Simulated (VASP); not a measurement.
# InPtCl3 (Pm-3m) in VASP: a series of runs

InPtCl3 is run at these levels: PBE; tasks: single point, relaxation of cell and atoms.

All numbers are computed with VASP 6.6.1; they aren't measurements. Logs are shortened: lines on timing, memory, paths and dates and some standing lists are left out, and cuts for length are marked.

## Step 1: The cell of the first run

The structure is cubic, space group Pm-3m (No. 221). Conventional cell: a = 4.694 Å, b = 4.694 Å, c = 4.694 Å, α = 90.00°, β = 90.00°, γ = 90.00°. Within 4.4 Å of In (site symmetry m-3m) lie 12 Cl at 3.32 Å and 8 Pt at 4.07 Å. Within 3.1 Å of Pt (site symmetry m-3m) lie 6 Cl at 2.35 Å. Within 3.1 Å of Cl (site symmetry 4/mmm) lie 2 Pt at 2.35 Å.

The cell was built from a structure type or drawn by symmetry, and may not be a known phase.

## Step 2: Single point, PBE

The input, INCAR:

```
ALGO = Normal ; EDIFF = 1E-6
ENCUT = 520 ; GGA = PE
ISIF = 2 ; ISMEAR = 0
LASPH = T ; LCHARG = T
LELF = T ; LREAL = F
LVHAR = T ; LWAVE = F
NBANDS = 30 ; NELM = 80
PREC = Accurate ; SIGMA = 0.1
```

The input, KPOINTS:

```
k-points
0
Gamma
  4 4 4
```

The input, POSCAR:

```
InPtCl3
1.0
    4.6944415900      0.0000000000      0.0000000000
    0.0000000000      4.6944415900      0.0000000000
    0.0000000000      0.0000000000      4.6944415900
In Pt Cl
1 1 3
Direct
    0.5000000000      0.5000000000      0.5000000000
    0.0000000000      0.0000000000      0.0000000000
    0.0000000000      0.0000000000      0.5000000000
    0.0000000000      0.5000000000      0.0000000000
    0.5000000000      0.0000000000      0.0000000000
```

Potentials or basis: VASP PAW PBE potentials, release 64 (In_d, Pt, Cl).

On the command line:

```sh
> cat potpaw_PBE.64/In_d/POTCAR potpaw_PBE.64/Pt/POTCAR potpaw_PBE.64/Cl/POTCAR > POTCAR
> mpirun -np 1 vasp_std > vasp.out
```

OUTCAR:

```text
EDIFF = 1E-6
   ENCUT = 520
   GGA = PE
   ISIF = 2
   ISMEAR = 0
   LASPH = T
   LREAL = F
   NELM = 80
   PREC = Accurate

 ion  position               nearest neighbor table
   1  0.500  0.500  0.500-   3 3.32   4 3.32   5 3.32   4 3.32   5 3.32   3 3.32   5 3.32   5 3.32
                             3 3.32   4 3.32   4 3.32   3 3.32
   2  0.000  0.000  0.000-   3 2.35   4 2.35   5 2.35   3 2.35   4 2.35   5 2.35
   3  0.000  0.000  0.500-   2 2.35   2 2.35   1 3.32   1 3.32   1 3.32   1 3.32
   4  0.000  0.500  0.000-   2 2.35   2 2.35   1 3.32   1 3.32   1 3.32   1 3.32
   5  0.500  0.000  0.000-   2 2.35   2 2.35   1 3.32   1 3.32   1 3.32   1 3.32

  LATTYP: Found a simple cubic cell.
 ALAT       =     4.6944415900

  Lattice vectors:

 A1 = (   4.6944415900,   0.0000000000,   0.0000000000)
 A2 = (   0.0000000000,   4.6944415900,   0.0000000000)
 A3 = (   0.0000000000,   0.0000000000,   4.6944415900)

Analysis of symmetry for initial positions (statically):
=====================================================================
 Subroutine PRICEL returns:
 Original cell was already a primitive cell.

 Routine SETGRP: Setting up the symmetry group for a
 simple cubic supercell.

 Subroutine GETGRP returns: Found 48 space group operations
 (whereof 48 operations were pure point group operations)
 out of a pool of 48 trial point group operations.

The static configuration has the point symmetry O_h .

Analysis of symmetry for dynamics (positions and initial velocities):
=====================================================================
 Subroutine PRICEL returns:
 Original cell was already a primitive cell.

 Routine SETGRP: Setting up the symmetry group for a
 simple cubic supercell.

 Subroutine GETGRP returns: Found 48 space group operations
 (whereof 48 operations were pure point group operations)
 out of a pool of 48 trial point group operations.

The dynamic configuration has the point symmetry O_h .

 Subroutine INISYM returns: Found 48 space group operations
 (whereof 48 operations are pure point group operations),
 and found     1 'primitive' translations

----------------------------------------------------------------------------------------

                                     Primitive cell

  volume of cell :     103.4551

  direct lattice vectors                    reciprocal lattice vectors
     4.694441590  0.000000000  0.000000000     0.213017881  0.000000000  0.000000000
     0.000000000  4.694441590  0.000000000     0.000000000  0.213017881  0.000000000
     0.000000000  0.000000000  4.694441590     0.000000000  0.000000000  0.213017881

  length of vectors
     4.694441590  4.694441590  4.694441590     0.213017881  0.213017881  0.213017881

  position of ions in fractional coordinates (direct lattice)
     0.500000000  0.500000000  0.500000000
     0.000000000  0.000000000  0.000000000
     0.000000000  0.000000000  0.500000000
     0.000000000  0.500000000  0.000000000
     0.500000000  0.000000000  0.000000000

  ion indices of the primitive-cell ions
   primitive index   ion index
                 1           1
                 2           2
                 3           3
                 4           4
                 5           5

----------------------------------------------------------------------------------------

 KPOINTS: k-points

Automatic generation of k-mesh.
 Grid dimensions read from file:
 generate k-points for:    4    4    4

 Generating k-lattice:

  Cartesian coordinates                     Fractional coordinates (reciprocal lattice)
     0.053254470  0.000000000  0.000000000     0.250000000  0.000000000  0.000000000
     0.000000000  0.053254470  0.000000000     0.000000000  0.250000000  0.000000000
     0.000000000  0.000000000  0.053254470     0.000000000  0.000000000  0.250000000

  Length of vectors
     0.053254470  0.053254470  0.053254470

  Shift w.r.t. Gamma in fractional coordinates (k-lattice)
     0.000000000  0.000000000  0.000000000

 Subroutine IBZKPT returns following result:
 ===========================================

 Found     10 irreducible k-points:

 Following reciprocal coordinates:
            Coordinates               Weight
  0.000000  0.000000  0.000000      1.000000
  0.250000  0.000000  0.000000      6.000000
  0.500000  0.000000  0.000000      3.000000
  0.250000  0.250000  0.000000     12.000000
  0.500000  0.250000  0.000000     12.000000
  0.500000  0.500000  0.000000      3.000000
  0.250000  0.250000  0.250000      8.000000
  0.500000  0.250000  0.250000     12.000000
  0.500000  0.500000  0.250000      6.000000
  0.500000  0.500000  0.500000      1.000000
   k-points           NKPTS =     10   k-points in BZ     NKDIM =     10   number of bands    NBANDS=     30
   number of dos      NEDOS =    301   number of ions     NIONS =      5
   total plane-waves  NPLWV =  46656
   dimension x,y,z NGX =    36 NGY =   36 NGZ =   36
   dimension x,y,z NGXF=    72 NGYF=   72 NGZF=   72
   ions per type =               1   1   3
   NGX,Y,Z   is equivalent  to a cutoff of  12.75, 12.75, 12.75 a.u.
   NGXF,Y,Z  is equivalent  to a cutoff of  25.50, 25.50, 25.50 a.u.
 SYSTEM =  unknown system
   PREC   = accura    normal or accurate (medium, high low for compatibility)
   ISTART =      0    job   : 0-new  1-cont  2-samecut
   ICHARG =      2    charge: 1-file 2-atom 10-const
   ISPIN  =      1    spin polarized calculation?
   LNONCOLLINEAR =      F non collinear calculations
   LSORBIT =      F    spin-orbit coupling
   LASPH  =      T    aspherical Exc in radial PAW
   ENCUT  =  520.0 eV  38.22 Ry    6.18 a.u.   8.73  8.73  8.73*2*pi/ulx,y,z
   NELM   =     80;   NELMIN=  2; NELMDL= -5     # of ELM steps
   EDIFF  = 0.1E-05   stopping-criterion for ELM
   LREAL  =      F    real-space projection
   EDIFFG = 0.1E-04   stopping-criterion for IOM
   NSW    =      0    number of steps for IOM
   IBRION =     -1    ionic relax: 0-MD 1-quasi-New 2-CG
   NFREE  =      0    steps in history (QN), initial steepest desc. (CG)
   ISIF   =      2    stress and relaxation
   ISYM   =      2    0-nonsym 1-usesym 2-fastsym
   POTIM  = 0.5000    time-step for ionic-motion
   TEBEG  =    0.0;   TEEND  =   0.0 temperature during run
   PSTRESS=    0.0 pullay stress
   NELECT =      44.0000    total number of electrons
   NUPDOWN=      -1.0000    fix difference up-down
   EMIN   =  10.00;   EMAX   =-10.00  energy-range for DOS
   EFERMI =   0.00;   METHOD = LEGACY
   ISMEAR =     0;   SIGMA  =   0.10  broadening in eV -4-tet -1-fermi 0-gaus
   EFERMI_NEDOS =   21; number of points for ismear=-14 and -15
   IALGO  =     38    algorithm
   IMIX   =      4    mixing-type and parameters
     AMIX     =   0.40;   BMIX     =  1.00
     AMIX_MAG =   1.60;   BMIX_MAG =  1.00
  volume/ion in A,a.u.               =      20.69       139.63
  Fermi-wavevector in a.u.,A,eV,Ry     =   1.231143  2.326523 20.622524  1.515713
  Thomas-Fermi vector in A             =   2.365964
   LORBIT       =      0    0 simple, 1 ext, 2 COOP (PROOUT), +10 PAW based schemes
   GGA     = PE    functional components
   LHFCALC =     F    Hartree Fock is set to
   AEXX    =    0.0000 exact exchange contribution
   IVDW    =     0    specifies the selected vdW correction
   LEPSILON=     F    determine dielectric tensor
   LRPA    =     F    only Hartree local field effects (RPA)
 non-spin polarized calculation
 Gauss-broadening in eV      SIGMA  =   0.10
  energy-cutoff  :      520.00
  volume of cell :      103.46
 maximum number of plane-waves:      2809
 NGX is ok and might be reduce to    36
   NGX = 17   NGY = 17   NGZ = 17

 number of electron      43.9999995 magnetization

 Free energy of the ion-electron system (eV)
  ---------------------------------------------------
  ext. energy  EPLUGINS =         0.00000000
  ---------------------------------------------------
  free energy    TOTEN  =       -15.60585754 eV

  energy without entropy =      -15.57477686  energy(sigma->0) =      -15.59031720

 E-fermi :   6.4368     XC(G=0): -10.1265

 val. band max:        6.4028763487   @ k =   0.5000   0.2500   0.2500
 cond. band min:       6.4612784050   @ k =   0.2500   0.2500   0.2500
 fundamental gap:      0.0584020563
 Fermi energy:         6.4367573799

 k-point     1 :       0.0000    0.0000    0.0000
  band No.  band energies     occupation
      1     -11.2322      2.00000
      2     -10.0731      2.00000
      3     -10.0731      2.00000
      4      -7.9671      2.00000
      5      -7.9671      2.00000
      6      -7.9671      2.00000
[... 22 lines left out ...]
     29      11.6330      0.00000
     30      14.4060      0.00000

 k-point     2 :       0.2500    0.0000    0.0000
  band No.  band energies     occupation
      1     -11.0608      2.00000
      2     -10.0898      2.00000
      3     -10.0586      2.00000
      4      -7.9719      2.00000
      5      -7.9719      2.00000
      6      -7.9687      2.00000
[... 22 lines left out ...]
     29      13.2082      0.00000
     30      14.5541      0.00000

 k-point     3 :       0.5000    0.0000    0.0000
  band No.  band energies     occupation
      1     -10.8575      2.00000
      2     -10.1296      2.00000
      3     -10.0439      2.00000
      4      -7.9820      2.00000
      5      -7.9767      2.00000
      6      -7.9767      2.00000
[... 22 lines left out ...]
     29      14.8177      0.00000
     30      15.1294      0.00000

 k-point     4 :       0.2500    0.2500    0.0000
  band No.  band energies     occupation
      1     -10.8877      2.00000
      2     -10.0793      2.00000
      3     -10.0672      2.00000
      4      -7.9753      2.00000
      5      -7.9716      2.00000
      6      -7.9715      2.00000
[... 154 lines left out ...]
     29      13.6525      0.00000
     30      14.5597      0.00000

 k-point     9 :       0.5000    0.5000    0.2500
  band No.  band energies     occupation
      1     -10.2928      2.00000
      2     -10.0820      2.00000
      3     -10.0820      2.00000
      4      -7.9657      2.00000
      5      -7.9576      2.00000
      6      -7.9521      2.00000
[... 22 lines left out ...]
     29      12.7066      0.00000
     30      14.8910      0.00000

 k-point    10 :       0.5000    0.5000    0.5000
  band No.  band energies     occupation
      1     -10.0813      2.00000
      2     -10.0813      2.00000
      3     -10.0813      2.00000
      4      -7.9570      2.00000
      5      -7.9570      2.00000
      6      -7.9276      2.00000
[... 22 lines left out ...]
     29      11.6365      0.00000
     30      15.4949      0.00000

------------------------ aborting loop because EDIFF is reached ----------------------------------------

  FORCE on cell =-STRESS in cart. coord.  units (eV):
  Direction    XX          YY          ZZ          XY          YZ          ZX
  --------------------------------------------------------------------------------------
  -------------------------------------------------------------------------------------
  Total        8.6155434      8.6155434      8.6155434     -0.0000000      0.0000000     -0.0000000
  in kB      133.4262986    133.4262986    133.4262986     -0.0000000      0.0000000     -0.0000000
  external PRESSURE =     133.4262986 kB  Pullay stress =       0.0000000 kB

 VOLUME and BASIS-vectors are now :
 -----------------------------------------------------------------------------
  energy-cutoff  :      520.00
  volume of cell :      103.46
      direct lattice vectors                 reciprocal lattice vectors
     4.694441590  0.000000000  0.000000000     0.213017881  0.000000000  0.000000000
     0.000000000  4.694441590  0.000000000     0.000000000  0.213017881  0.000000000
     0.000000000  0.000000000  4.694441590     0.000000000  0.000000000  0.213017881

 POSITION                                       TOTAL-FORCE (eV/Angst)
 -----------------------------------------------------------------------------------
      2.34722      2.34722      2.34722         0.000000      0.000000      0.000000
      0.00000      0.00000      0.00000         0.000000      0.000000      0.000000
      0.00000      0.00000      2.34722         0.000000      0.000000      0.000000
      0.00000      2.34722      0.00000         0.000000      0.000000      0.000000
      2.34722      0.00000      0.00000         0.000000      0.000000      0.000000
 -----------------------------------------------------------------------------------
    total drift:                                0.000000      0.000000      0.000000

  FREE ENERGIE OF THE ION-ELECTRON SYSTEM (eV)
  ---------------------------------------------------
  free  energy   TOTEN  =       -15.6058575392 eV

  energy  without entropy=      -15.5747768624  energy(sigma->0) =      -15.59031720
```

It took 41 s on 1 thread of AMD EPYC 7R13, shared host; peak memory 0.18 GiB.

What came out:

```
Free energy            : -15.6059 eV
Pressure               : 13.3 GPa
Band gap on the k mesh : zero (bands 22 and 23 overlap by 5.54 eV)
```

Caveat: the cell stands under pressure; spin-orbit coupling is left out, which moves the levels of the heavy elements.

(Part 1 of 2 ends here.)
